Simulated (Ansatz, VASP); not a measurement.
**Two plane-wave programs on WSe2**

The input INCAR:

```
SYSTEM = WSe2
ALGO     = Normal         ! electronic algorithm
EDIFF    = 1E-6           ! SCF threshold, eV
ENCUT    = 520            ! plane-wave cutoff, eV
GGA      = PE             ! functional
ISIF     = 2              ! what is computed and relaxed
ISMEAR   = 0              ! smearing method
LASPH    = .True.         ! aspherical terms in the spheres
LCHARG   = .False.        ! write CHGCAR
LREAL    = .False.        ! projectors in reciprocal space
LWAVE    = .False.        ! write WAVECAR
NBANDS   = 20             ! bands
NELM     = 80             ! most SCF steps
PREC     = Accurate       ! precision mode
SIGMA    = 0.01           ! smearing width, eV
```

KPOINTS

```
k-points
0
Gamma
  10 10 10
  0 0 0
```

Contents of POSCAR:

```
WSe2
1.0
    1.6510739551      0.9532479924      6.5796479690
   -1.6510739551      0.9532479924      6.5796479690
    0.0000000000     -1.9064959848      6.5796479690
W Se
1 2
Direct
   -0.0000183143     -0.0000183143     -0.0000183143
    0.4176504313      0.4176504313      0.4176504313
    0.2490345496      0.2490345496      0.2490345496
```

Input for Ansatz:

```yaml
crystal:
  lattice:
    - [1.6510739551, 0.9532479924, 6.579647969]
    - [-1.6510739551, 0.9532479924, 6.579647969]
    - [0.0, -1.9064959848, 6.579647969]
  atoms:
    - { symbol: W, position: [-1.83143e-05, -1.83143e-05, -1.83143e-05] }
    - { symbol: Se, position: [0.4176504313, 0.4176504313, 0.4176504313] }
    - { symbol: Se, position: [0.2490345496, 0.2490345496, 0.2490345496] }
kpoints:
  mp_grid: { grid: [10, 10, 10] }
  band_path:
    path:
      - [0.0, 0.0, 0.0]
      - [-0.5, -0.5, -0.5]
      - [-0.5, -0.1806598081, -0.8193401919]
      - [-0.1806598081, 0.1806598081, -0.5]
      - [0.0, 0.0, -0.5]
      - [0.0, 0.340329904, -0.340329904]
      - [-0.340329904, 0.0, -0.659670096]
      - [-0.5, 0.0, -0.5]
      - [0.0, 0.182292, -0.184896]
      - [-0.1625938273, 0.1625938273, -0.5]
    npoints: 1
hamiltonian:
  xc: pbe
scf:
  occupations: { method: fixed }
  n_extra_bands: 4
output:
  forces: true
  stress: true
  eigenvalues: true
```

Alike in both runs: task single point; functional PBE; k mesh 10 × 10 × 10; no spin polarisation.

|  | VASP | Ansatz |
| --- | --- | --- |
| version | VASP 6.6.1 | Ansatz 0.2.0 |
| potentials or method | VASP PAW PBE potentials, release 64 (W_sv, Se) | plane waves, PAW |
| plane-wave cutoff (eV) | 520 | 420 |
| occupations | gaussian, width 0.01 eV | fixed |
| valence electrons in the cell | 26 | 46 |

Ansatz gave:

| Property | Result |
| --- | --- |
| gap on the k mesh at the Fermi level (eV) | 1.09 |
| pressure (GPa) | 3.3 |
| traceless stress, the component that is largest in VASP (GPa) | 1.06 |
| rms of the force components (eV/Å) | 0.129 |

Question: Estimate VASP's values.

Answer: gap on the k mesh at the Fermi level (eV): 1.08; pressure (GPa): 3.6; traceless stress, the component that is largest in VASP (GPa): 1.14; rms of the force components (eV/Å): 0.151.

Atom by atom the forces differ by 0.022 eV/Å (rms over components). VASP's potentials hold 26 valence electrons a cell and Ansatz's 46, so a difference there can come from the potentials and not from the codes.

Neither program's run includes spin-orbit coupling.
